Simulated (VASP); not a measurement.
# AlN (R3m) in VASP: a series of runs, part 2 of 2

VASP 6.6.1. Earlier steps stand in the parts before.

## 3. Single point, r2SCAN (epitaxial 111 strain -4.0%)

POSCAR

```
AlN
1.0
    0.0784759504      2.1759573064      2.1759573064
    2.1759573064      0.0784759504      2.1759573064
    2.1759573064      2.1759573064      0.0784759504
Al N
1 1
Direct
    0.0026685146      0.0026685146      0.0026685146
    0.2473314854      0.2473314854      0.2473314854
```

INCAR.step1

```
PREC     = Accurate       # precision mode
ENCUT    = 520            # plane-wave cutoff, eV
ISMEAR   = 0              # smearing method
SIGMA    = 0.01           # smearing width, eV
LREAL    = False          # projectors in reciprocal space
LASPH    = True           # aspherical terms in the spheres
NELM     = 100            # most SCF steps
NBANDS   = 11             # bands
GGA      = PE             # functional
ALGO     = Normal         # electronic algorithm
EDIFF    = 1E-4           # SCF threshold, eV
LWAVE    = True           # write WAVECAR
LCHARG   = False          # write CHGCAR
```

INCAR.step2

```
PREC     = Accurate       # precision mode
ENCUT    = 520            # plane-wave cutoff, eV
EDIFF    = 1E-6           # SCF threshold, eV
ISMEAR   = 0              # smearing method
SIGMA    = 0.01           # smearing width, eV
LREAL    = False          # projectors in reciprocal space
LASPH    = True           # aspherical terms in the spheres
NELM     = 100            # most SCF steps
ALGO     = Normal         # electronic algorithm
ISIF     = 2              # what is computed and relaxed
LWAVE    = False          # write WAVECAR
LCHARG   = True           # write CHGCAR
METAGGA  = R2SCAN         # meta-GGA
LMIXTAU  = True         
LELF     = True           # ELF
LVHAR    = True         
NBANDS   = 11             # bands
ISTART   = 1
```

KPOINTS

```
regular mesh
0
Gamma
  10 10 10
```

Potentials or basis: VASP PAW PBE potentials, release 64 (Al, N).

Command:

```console
> cat potpaw_PBE.64/Al/POTCAR potpaw_PBE.64/N/POTCAR > POTCAR
> cp INCAR.step1 INCAR
> mpirun -np 1 vasp_std > vasp.out
> cp INCAR.step2 INCAR
> mpirun -np 1 vasp_std > vasp.out
```

OUTCAR:

```text
PREC = Accurate
   ENCUT = 520
   EDIFF = 1E-6
   ISMEAR = 0
   LREAL = False
   LASPH = True
   NELM = 100
   ISIF = 2
   METAGGA = R2SCAN
   ISTART = 1

 ion  position               nearest neighbor table
   1  0.003  0.003  0.003-   2 1.84   2 1.84   2 1.84   2 1.88
   2  0.247  0.247  0.247-   1 1.84   1 1.84   1 1.84   1 1.88

  LATTYP: Found a trigonal (rhomboedric) cell.
 ALAT       =     3.0782688111
 COS(alpha) =     0.5357166235

  Lattice vectors:

 A1 = (   0.0784759504,   2.1759573064,   2.1759573064)
 A2 = (   2.1759573064,   0.0784759504,   2.1759573064)
 A3 = (   2.1759573064,   2.1759573064,   0.0784759504)

Analysis of symmetry for initial positions (statically):
=====================================================================
 Subroutine PRICEL returns:
 Original cell was already a primitive cell.

 Routine SETGRP: Setting up the symmetry group for a
 trigonal (rhombohedral) supercell.

 Subroutine GETGRP returns: Found  6 space group operations
 (whereof  6 operations were pure point group operations)
 out of a pool of 12 trial point group operations.

The static configuration has the point symmetry C_3v.

Analysis of symmetry for dynamics (positions and initial velocities):
=====================================================================
 Subroutine PRICEL returns:
 Original cell was already a primitive cell.

 Routine SETGRP: Setting up the symmetry group for a
 trigonal (rhombohedral) supercell.

 Subroutine GETGRP returns: Found  6 space group operations
 (whereof  6 operations were pure point group operations)
 out of a pool of 12 trial point group operations.

The dynamic configuration has the point symmetry C_3v.

 Subroutine INISYM returns: Found  6 space group operations
 (whereof  6 operations are pure point group operations),
 and found     1 'primitive' translations

----------------------------------------------------------------------------------------

                                     Primitive cell

  volume of cell :      19.4912

  direct lattice vectors                    reciprocal lattice vectors
     0.078475950  2.175957306  2.175957306    -0.242603611  0.234158673  0.234158673
     2.175957306  0.078475950  2.175957306     0.234158673 -0.242603611  0.234158673
     2.175957306  2.175957306  0.078475950     0.234158673  0.234158673 -0.242603611

  length of vectors
     3.078268811  3.078268811  3.078268811     0.410508319  0.410508319  0.410508319

  position of ions in fractional coordinates (direct lattice)
     0.002668515  0.002668515  0.002668515
     0.247331485  0.247331485  0.247331485

  ion indices of the primitive-cell ions
   primitive index   ion index
                 1           1
                 2           2

----------------------------------------------------------------------------------------

 KPOINTS: regular mesh

Automatic generation of k-mesh.
 Grid dimensions read from file:
 generate k-points for:   10   10   10

 Generating k-lattice:

  Cartesian coordinates                     Fractional coordinates (reciprocal lattice)
    -0.024260361  0.023415867  0.023415867     0.100000000  0.000000000 -0.000000000
     0.023415867 -0.024260361  0.023415867     0.000000000  0.100000000 -0.000000000
     0.023415867  0.023415867 -0.024260361     0.000000000  0.000000000  0.100000000

  Length of vectors
     0.041050832  0.041050832  0.041050832

  Shift w.r.t. Gamma in fractional coordinates (k-lattice)
     0.000000000  0.000000000  0.000000000

 Subroutine IBZKPT returns following result:
 ===========================================

 Found    116 irreducible k-points:

 Following reciprocal coordinates:
            Coordinates               Weight
  0.000000  0.000000  0.000000      1.000000
  0.100000 -0.000000 -0.000000      6.000000
  0.200000 -0.000000 -0.000000      6.000000
  0.300000  0.000000  0.000000      6.000000
  0.400000  0.000000  0.000000      6.000000
  0.500000  0.000000  0.000000      3.000000
[... 16 lines left out ...]
  0.300000  0.300000  0.000000      6.000000
  0.400000  0.300000  0.000000     12.000000
 [... further k-points ...]
   k-points           NKPTS =    116   k-points in BZ     NKDIM =    116   number of bands    NBANDS=     11
   number of dos      NEDOS =    301   number of ions     NIONS =      2
   total plane-waves  NPLWV =  13824
   dimension x,y,z NGX =    24 NGY =   24 NGZ =   24
   dimension x,y,z NGXF=    48 NGYF=   48 NGZF=   48
   ions per type =               1   1
   NGX,Y,Z   is equivalent  to a cutoff of  12.96, 12.96, 12.96 a.u.
   NGXF,Y,Z  is equivalent  to a cutoff of  25.92, 25.92, 25.92 a.u.
 SYSTEM =  unknown system
   PREC   = accura    normal or accurate (medium, high low for compatibility)
   ISTART =      1    job   : 0-new  1-cont  2-samecut
   ICHARG =      0    charge: 1-file 2-atom 10-const
   ISPIN  =      1    spin polarized calculation?
   LNONCOLLINEAR =      F non collinear calculations
   LSORBIT =      F    spin-orbit coupling
   LASPH  =      T    aspherical Exc in radial PAW
   ENCUT  =  520.0 eV  38.22 Ry    6.18 a.u.   5.72  5.72  5.72*2*pi/ulx,y,z
   NELM   =    100;   NELMIN=  2; NELMDL=  0     # of ELM steps
   EDIFF  = 0.1E-05   stopping-criterion for ELM
   LREAL  =      F    real-space projection
   EDIFFG = 0.1E-04   stopping-criterion for IOM
   NSW    =      0    number of steps for IOM
   IBRION =     -1    ionic relax: 0-MD 1-quasi-New 2-CG
   NFREE  =      0    steps in history (QN), initial steepest desc. (CG)
   ISIF   =      2    stress and relaxation
   ISYM   =      2    0-nonsym 1-usesym 2-fastsym
   POTIM  = 0.5000    time-step for ionic-motion
   TEBEG  =    0.0;   TEEND  =   0.0 temperature during run
   PSTRESS=    0.0 pullay stress
   NELECT =       8.0000    total number of electrons
   NUPDOWN=      -1.0000    fix difference up-down
   EMIN   =  10.00;   EMAX   =-10.00  energy-range for DOS
   EFERMI =   0.00;   METHOD = LEGACY
   ISMEAR =     0;   SIGMA  =   0.01  broadening in eV -4-tet -1-fermi 0-gaus
   EFERMI_NEDOS =   21; number of points for ismear=-14 and -15
   IALGO  =     38    algorithm
   IMIX   =      4    mixing-type and parameters
     AMIX     =   0.40;   BMIX     =  1.00
     AMIX_MAG =   1.60;   BMIX_MAG =  1.00
  volume/ion in A,a.u.               =       9.75        65.77
  Fermi-wavevector in a.u.,A,eV,Ry     =   1.216631  2.299099 20.139209  1.480190
  Thomas-Fermi vector in A             =   2.351978
   LORBIT       =      0    0 simple, 1 ext, 2 COOP (PROOUT), +10 PAW based schemes
   METAGGA = R2SCAN    functional components
   LHFCALC =     F    Hartree Fock is set to
   AEXX    =    0.0000 exact exchange contribution
   IVDW    =     0    specifies the selected vdW correction
   LEPSILON=     F    determine dielectric tensor
   LRPA    =     F    only Hartree local field effects (RPA)
 non-spin polarized calculation
 Gauss-broadening in eV      SIGMA  =   0.01
  energy-cutoff  :      520.00
  volume of cell :       19.49
 maximum number of plane-waves:       540
   NGX = 11   NGY = 11   NGZ = 11

 number of electron       7.9999999 magnetization

 Free energy of the ion-electron system (eV)
  ---------------------------------------------------
  ext. energy  EPLUGINS =         0.00000000
  ---------------------------------------------------
  free energy    TOTEN  =       -19.06178945 eV

  energy without entropy =      -19.06178945  energy(sigma->0) =      -19.06178945

 E-fermi :   6.6231     XC(G=0): -11.7270

 val. band max:        6.5442705147   @ k =   0.0000   0.0000   0.0000
 cond. band min:      10.2727469262   @ k =   0.5000   0.5000   0.0000
 fundamental gap:      3.7284764116
 Fermi energy:         6.6230510560

 k-point     1 :       0.0000    0.0000    0.0000
  band No.  band energies     occupation
      1      -9.7996      2.00000
      2       5.9721      2.00000
      3       6.5443      2.00000
      4       6.5443      2.00000
      5      11.7523      0.00000
      6      19.6504      0.00000
      7      21.1102      0.00000
      8      21.1102      0.00000
      9      25.4091      0.00000
     10      25.4091      0.00000
     11      27.0422      0.00000
[... 309 lines left out ...]
 k-point    24 :       0.4000    0.3000    0.0000
  band No.  band energies     occupation
      1      -7.6103      2.00000
      2       2.0366      2.00000
      3       4.5999      2.00000
      4       4.7807      2.00000
      5      11.9990      0.00000
      6      17.2924      0.00000
      7      20.4635      0.00000
      8      22.6959      0.00000
      9      23.5592      0.00000
     10      29.6043      0.00000
     11      32.2727      0.00000

 [... further k-points ...]
[... 5 lines left out ...]
  --------------------------------------------------------------------------------------
  -------------------------------------------------------------------------------------
  Total        1.9372036      1.9372036      1.9372036     -0.9999699     -0.9999699     -0.9999699
  in kB      159.2383353    159.2383353    159.2383353    -82.1976254    -82.1976254    -82.1976254
  external PRESSURE =     159.2383353 kB  Pullay stress =       0.0000000 kB

 VOLUME and BASIS-vectors are now :
 -----------------------------------------------------------------------------
  energy-cutoff  :      520.00
  volume of cell :       19.49
      direct lattice vectors                 reciprocal lattice vectors
     0.078475950  2.175957306  2.175957306    -0.242603611  0.234158673  0.234158673
     2.175957306  0.078475950  2.175957306     0.234158673 -0.242603611  0.234158673
     2.175957306  2.175957306  0.078475950     0.234158673  0.234158673 -0.242603611

 POSITION                                       TOTAL-FORCE (eV/Angst)
 -----------------------------------------------------------------------------------
      0.01182      0.01182      0.01182         0.004818      0.004818      0.004818
      1.09578      1.09578      1.09578        -0.004818     -0.004818     -0.004818
 -----------------------------------------------------------------------------------
    total drift:                                0.002083      0.002083      0.002083

  FREE ENERGIE OF THE ION-ELECTRON SYSTEM (eV)
  ---------------------------------------------------
  free  energy   TOTEN  =       -19.0617894546 eV

  energy  without entropy=      -19.0617894546  energy(sigma->0) =      -19.06178945
```

It took 27 s on 1 thread of Intel Xeon 6975P-C (Granite Rapids), shared host; peak memory 0.15 GiB.

Results:

```yaml
Free_energy: -19.0618 eV
Pressure: 15.9 GPa
Largest_force: 0.008 eV/Å
Band_gap_on_the_k_mesh: 3.73 eV, indirect (least direct gap 5.21 eV)
```

Forces on the atoms (eV/Å):
```
Al   0.005  0.005  0.005
N   -0.005 -0.005 -0.005
```

Levels at points of the mesh, in eV from the valence-band top:
```
           k point  band 1  band 2  band 3  band 4  band 5  band 6  band 7  band 8
(0.00, 0.00, 0.00)  -16.34   -0.57    0.00    0.00    5.21   13.11   14.57   14.57
(0.50, 0.00, 0.00)  -14.04   -6.31   -0.93   -0.63    8.43   10.86   11.87   12.34
(0.50, 0.50, 0.00)  -13.42   -5.36   -2.35   -1.78    3.73    9.75   15.81   17.68
(0.50, 0.50, 0.50)  -14.35   -6.63   -0.38   -0.38    9.16   11.04   12.84   12.84
```

Caveat: the cell differs from its parent crystal (epitaxial 111 strain -4.0%); the PAW data sets were made with another functional, which shifts forces and pressure a little. A k mesh can miss the band edges.
